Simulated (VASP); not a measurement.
# Ca (P6_3/mmc) in VASP: a series of runs, part 2 of 2

VASP 6.6.1.

### 5 Single point, BLYP (46.13 Å³/atom)

This run uses another cell than the first one, of 46.13 Å³/atom.

The input, INCAR:

```
  PREC = Accurate
  ENCUT = 520
  EDIFF = 1E-6
  ISMEAR = -1
  SIGMA = 0.1
  LREAL = False
  LASPH = True
  NELM = 80
  ALGO = Normal
  ISIF = 2
  LWAVE = False
  LCHARG = False
  GGA = B5
  ALDAX = 1.0
  AGGAX = 1.0
  AGGAC = 1.0
  ALDAC = 0.0
  NBANDS = 28
```

The input, KPOINTS:

```
regular mesh
0
Gamma
  11 11 3
```

The input, POSCAR:

```
Ca
1.0
    4.0211507222      0.0000000000      0.0000000000
   -2.0105753611      3.4824186779      0.0000000000
    0.0000000000      0.0000000000     13.1775026622
Ca
4
Direct
    0.0000000000      1.0000000000      0.0000000000
    0.0000000000      1.0000000000      0.5000000000
    0.3333333333      0.6666666667      0.2500000000
    0.6666666667      0.3333333333      0.7500000000
```

Potentials or basis: VASP PAW PBE potentials, release 64 (Ca_sv).

The run is started by

```bash
$ cat potpaw_PBE.64/Ca_sv/POTCAR > POTCAR
$ mpirun -np 1 vasp_std > vasp.out
```

OUTCAR:

```text
PREC = Accurate
   ENCUT = 520
   EDIFF = 1E-6
   ISMEAR = -1
   LREAL = False
   LASPH = True
   NELM = 80
   ISIF = 2
   GGA = B5

 ion  position               nearest neighbor table
   1  0.000  0.000  0.000-
   2  0.000  0.000  0.500-
   3  0.333  0.667  0.250-
   4  0.667  0.333  0.750-

  LATTYP: Found a hexagonal cell.
 ALAT       =     4.0211507222
 C/A-ratio  =     3.2770476842

  Lattice vectors:

 A1 = (   4.0211507222,   0.0000000000,   0.0000000000)
 A2 = (  -2.0105753611,   3.4824186779,   0.0000000000)
 A3 = (   0.0000000000,   0.0000000000,  13.1775026622)

Analysis of symmetry for initial positions (statically):
=====================================================================
 Subroutine PRICEL returns:
 Original cell was already a primitive cell.

 Routine SETGRP: Setting up the symmetry group for a
 hexagonal supercell.

 Subroutine GETGRP returns: Found 24 space group operations
 (whereof 12 operations were pure point group operations)
 out of a pool of 24 trial point group operations.

The static configuration has the point symmetry D_3d.
 The point group associated with its full space group is D_6h.

Analysis of symmetry for dynamics (positions and initial velocities):
=====================================================================
 Subroutine PRICEL returns:
 Original cell was already a primitive cell.

 Routine SETGRP: Setting up the symmetry group for a
 hexagonal supercell.

 Subroutine GETGRP returns: Found 24 space group operations
 (whereof 12 operations were pure point group operations)
[... 117 lines left out ...]
   PSTRESS=    0.0 pullay stress
   NELECT =      40.0000    total number of electrons
   NUPDOWN=      -1.0000    fix difference up-down
   EMIN   =  10.00;   EMAX   =-10.00  energy-range for DOS
   EFERMI =   0.00;   METHOD = LEGACY
   ISMEAR =    -1;   SIGMA  =   0.10  broadening in eV -4-tet -1-fermi 0-gaus
   EFERMI_NEDOS =   21; number of points for ismear=-14 and -15
   IALGO  =     38    algorithm
   IMIX   =      4    mixing-type and parameters
     AMIX     =   0.40;   BMIX     =  1.00
     AMIX_MAG =   1.60;   BMIX_MAG =  1.00
  volume/ion in A,a.u.               =      46.13       311.32
  Fermi-wavevector in a.u.,A,eV,Ry     =   0.983422  1.858399 13.158456  0.967119
  Thomas-Fermi vector in A             =   2.114579
   LORBIT       =      0    0 simple, 1 ext, 2 COOP (PROOUT), +10 PAW based schemes
   GGA     = B5    functional components
   LHFCALC =     F    Hartree Fock is set to
   AEXX    =    0.0000 exact exchange contribution
   IVDW    =     0    specifies the selected vdW correction
   LEPSILON=     F    determine dielectric tensor
   LRPA    =     F    only Hartree local field effects (RPA)
 non-spin polarized calculation
  energy-cutoff  :      520.00
  volume of cell :      184.53
 maximum number of plane-waves:      5023
 NGX is ok and might be reduce to    30
   NGX = 15   NGY = 15   NGZ = 49

 number of electron      40.0000011 magnetization

 Free energy of the ion-electron system (eV)
  ---------------------------------------------------
  ext. energy  EPLUGINS =         0.00000000
  ---------------------------------------------------
  free energy    TOTEN  =        -5.00178766 eV

  energy without entropy =       -4.82084609  energy(sigma->0) =       -4.91131688

 E-fermi :   2.0710     XC(G=0):  -7.0339

 val. band max:        2.0552790697   @ k =   0.2727   0.0000   0.0000
 cond. band min:       2.0745438118   @ k =   0.3636   0.2727   0.0000
 fundamental gap:      0.0192647421
 Fermi energy:         2.0709665901

 k-point     1 :       0.0000    0.0000    0.0000
  band No.  band energies     occupation
      1     -40.1531      2.00000
      2     -40.1506      2.00000
      3     -40.1453      2.00000
      4     -40.1427      2.00000
      5     -21.2960      2.00000
      6     -21.2484      2.00000
[... 733 lines left out ...]
     27       3.9518      0.00000
     28       4.0833      0.00000

 [... further k-points ...]

------------------------ aborting loop because EDIFF is reached ----------------------------------------

  FORCE on cell =-STRESS in cart. coord.  units (eV):
  Direction    XX          YY          ZZ          XY          YZ          ZX
  --------------------------------------------------------------------------------------
  -------------------------------------------------------------------------------------
  Total       -1.1965187     -1.1965187     -1.2427636     -0.0000000     -0.0000000      0.0000000
  in kB      -10.3888054    -10.3888054    -10.7903282     -0.0000000     -0.0000000      0.0000000
  external PRESSURE =     -10.5226463 kB  Pullay stress =       0.0000000 kB

 VOLUME and BASIS-vectors are now :
 -----------------------------------------------------------------------------
  energy-cutoff  :      520.00
  volume of cell :      184.53
      direct lattice vectors                 reciprocal lattice vectors
     4.021150722  0.000000000  0.000000000     0.248685033  0.143578371  0.000000000
    -2.010575361  3.482418678  0.000000000     0.000000000  0.287156741  0.000000000
     0.000000000  0.000000000 13.177502662     0.000000000  0.000000000  0.075886913

 POSITION                                       TOTAL-FORCE (eV/Angst)
 -----------------------------------------------------------------------------------
      0.00000      0.00000      0.00000         0.000000      0.000000      0.000000
      0.00000      0.00000      6.58875         0.000000      0.000000      0.000000
     -0.00000      2.32161      3.29438        -0.000000      0.000000     -0.000000
      2.01058      1.16081      9.88313         0.000000     -0.000000      0.000000
 -----------------------------------------------------------------------------------
    total drift:                               -0.000000      0.000000      0.000000

  FREE ENERGIE OF THE ION-ELECTRON SYSTEM (eV)
  ---------------------------------------------------
  free  energy   TOTEN  =        -5.0017876626 eV

  energy  without entropy=       -4.8208460901  energy(sigma->0) =       -4.91131688
```

stdout:

```text
POSCAR found type information on POSCAR Ca
 POSCAR found :  1 types and       4 ions
 scaLAPACK will be used
 -----------------------------------------------------------------------------
|                                                                             |
|                                                                             |
|     You enforced a specific xc type in the INCAR file but a different       |
|     I HOPE YOU KNOW WHAT YOU ARE DOING!                                     |
|                                                                             |
 -----------------------------------------------------------------------------

 LDA part: xc-table for (Slater(with rela. corr.)+VWN5), standard interpolation
 POSCAR, INCAR and KPOINTS ok, starting setup
 FFT: planning ... GRIDC
 FFT: planning ... GRID_SOFT
 FFT: planning ... GRID
 WAVECAR not read
 entering main loop
```

Run time: 91 s. Hardware: 1 thread of Intel Xeon 6975P-C (Granite Rapids), shared host; peak memory 0.34 GiB.

What came out:

| Property | Result |
| --- | --- |
| Free energy | -5.0018 eV |
| Pressure | -1.1 GPa |
| Band gap on the k mesh | zero (bands 20 and 21 overlap by 0.33 eV) |

Levels at points of the mesh, in eV from the Fermi level:
| k point | band 16 | band 17 | band 18 | band 19 | band 20 | band 21 | band 22 | band 23 | band 24 | band 25 |
| --- | --- | --- | --- | --- | --- | --- | --- | --- | --- | --- |
| (0.00, 0.00, 0.00) | -23.27 | -3.84 | -2.90 | -2.89 | -1.02 | -0.14 | 1.23 | 1.24 | 1.93 | 1.93 |

Caveat: the PAW data sets were made with another functional, which shifts forces and pressure a little.

### 6 Single point, BLYP (47.84 Å³/atom)

This run uses another cell than the first one, of 47.84 Å³/atom.

The input, INCAR:

```
PREC = Accurate
ENCUT = 520
EDIFF = 1E-6
ISMEAR = -1
SIGMA = 0.1
LREAL = F
LASPH = T
NELM = 60
ALGO = Normal
ISIF = 2
LWAVE = F
LCHARG = F
GGA = B5
ALDAX = 1.0
AGGAX = 1.0
AGGAC = 1.0
ALDAC = 0.0
NBANDS = 28
```

The input, KPOINTS:

```
Automatic mesh
0
Gamma
  11 11 3
```

The input, POSCAR:

```
Ca
1.0
    4.0701939791      0.0000000000      0.0000000000
   -2.0350969895      3.5248913842      0.0000000000
    0.0000000000      0.0000000000     13.3382197536
Ca
4
Direct
    0.0000000000      1.0000000000      0.0000000000
    0.0000000000      1.0000000000      0.5000000000
    0.3333333333      0.6666666667      0.2500000000
    0.6666666667      0.3333333333      0.7500000000
```

Potentials or basis: VASP PAW PBE potentials, release 64 (Ca_sv).

The run is started by

```bash
$ cat potpaw_PBE.64/Ca_sv/POTCAR > POTCAR
$ mpirun -np 1 vasp_std > vasp.out
```

Run time: 96 s. Hardware: 1 thread of Intel Xeon 6975P-C (Granite Rapids), shared host; peak memory 0.33 GiB.

The run converged. Its results:

| Property | Result |
| --- | --- |
| Free energy | -4.9491 eV |
| Pressure | -1.5 GPa |
| Band gap on the k mesh | zero (bands 20 and 21 overlap by 0.36 eV) |

Levels at points of the mesh, in eV from the Fermi level:
```csv
k point,band 18,band 19,band 20,band 21,band 22,band 23
"(0.00, 0.00, 0.00)",-2.86,-2.85,-1.01,-0.16,1.21,1.22
```

Caveat: the PAW data sets were made with another functional, which shifts forces and pressure a little.

### 7 Relaxation of cell and atoms, BLYP

This run uses another cell than the first one, of 43.63 Å³/atom.

The input, INCAR:

```
PREC = Accurate
ENCUT = 600
EDIFF = 1E-6
ISMEAR = -1
SIGMA = 0.1
LREAL = F
LASPH = T
NELM = 100
ALGO = Normal
ISIF = 3
LWAVE = F
LCHARG = F
GGA = B5
ALDAX = 1.0
AGGAX = 1.0
AGGAC = 1.0
ALDAC = 0.0
IBRION = 2
NSW = 80
EDIFFG = -0.01
```

The input, KPOINTS:

```
Automatic mesh
0
Gamma
  9 9 3
```

The input, POSCAR:

```
Ca
1.0
    3.9515900202      0.0000000000      0.0000000000
   -1.9757950101      3.4221773429      0.0000000000
    0.0000000000      0.0000000000     12.9058930061
Ca
4
Direct
    0.0000000000      0.0000000000      0.0000000000
    0.0000000000      0.0000000000      0.5000000000
    0.3333333333      0.6666666667      0.2500000000
    0.6666666667      0.3333333333      0.7500000000
```

The run is started by

```bash
$ cat potpaw_PBE.64/Ca_sv/POTCAR > POTCAR
$ mpirun -np 1 vasp_std > vasp.out
```

It took 4.1 min on 1 thread of Intel Xeon 6975P-C (Granite Rapids), shared host; peak memory 0.38 GiB.

Results (log left out):

```yaml
Free_energy: -5.0421 eV
Relaxed_volume: 42.81 Å³/atom
Relaxed_cell: a = 3.924 Å, b = 3.924 Å, c = 12.840 Å, α = 90.00°, β = 90.00°, γ = 120.00°
Space_group_after_relaxing_to_0.1_Å: P6_3/mmc (No. 194)
Energy_gained_by_relaxing: 0.8 meV/atom
Ionic_steps: 4
Pressure_after_relaxing: 0.0 GPa
Band_gap_on_the_k_mesh: zero (bands 20 and 21 overlap by 0.31 eV)
```

The path:
```tsv
step	energy change (eV)	largest force (eV/Å)	pressure (GPa)	volume (Å³)
1	0.0000	0.0000	-0.29	174.53
2	-0.0026	0.0000	-0.11	172.51
3	-0.0029	0.0000	0.05	170.69
4	-0.0030	0.0000	-0.01	171.24
```

Final structure:
```
Ca
1.0
     3.92425    0.00000    0.00000
    -1.96213    3.39850    0.00000
     0.00000    0.00000   12.83963
Ca
4
Direct
  0.00000 0.00000 0.00000
  0.00000 0.00000 0.50000
  0.33333 0.66667 0.25000
  0.66667 0.33333 0.75000
```

Levels at points of the mesh, in eV from the Fermi level:
| k point | band 18 | band 19 | band 20 | band 21 | band 22 | band 23 |
| --- | --- | --- | --- | --- | --- | --- |
| (0.00, 0.00, 0.00) | -2.97 | -2.96 | -1.04 | -0.10 | 1.29 | 1.29 |

Caveat: the PAW data sets were made with another functional, which shifts forces and pressure a little.

### 8 The runs side by side

```tsv
task	cell	k mesh	cutoff (eV)	gap on the mesh (eV)	pressure (GPa)
single point	a = 3.919, b = 3.919, c = 12.844 Å, angles 90.0, 90.0, 120.0°, 4 atoms	9 × 9 × 3	520	none	0.0
single point	a = 3.866, b = 3.866, c = 12.670 Å, angles 90.0, 90.0, 120.0°, 4 atoms	11 × 11 × 3	520	none	0.7
single point	a = 3.919, b = 3.919, c = 12.844 Å, angles 90.0, 90.0, 120.0°, 4 atoms	11 × 11 × 3	520	none	0.0
single point	a = 4.021, b = 4.021, c = 13.178 Å, angles 90.0, 90.0, 120.0°, 4 atoms	11 × 11 × 3	520	none	-1.1
single point	a = 4.070, b = 4.070, c = 13.338 Å, angles 90.0, 90.0, 120.0°, 4 atoms	11 × 11 × 3	520	none	-1.5
relaxation of cell and atoms	relaxed from a = 3.952, b = 3.952, c = 12.906 Å, angles 90.0, 90.0, 120.0°, 4 atoms	9 × 9 × 3	600	none	0.0
```

Alike in all rows: level BLYP; potentials or basis VASP PAW PBE potentials, release 64 (Ca_sv); no spin polarisation; smearing fermi-dirac 0.1 eV.

Caveats: the PAW data sets were made with another functional, which shifts forces and pressure a little.

Absolute energies hang on the potentials; compare differences alone.
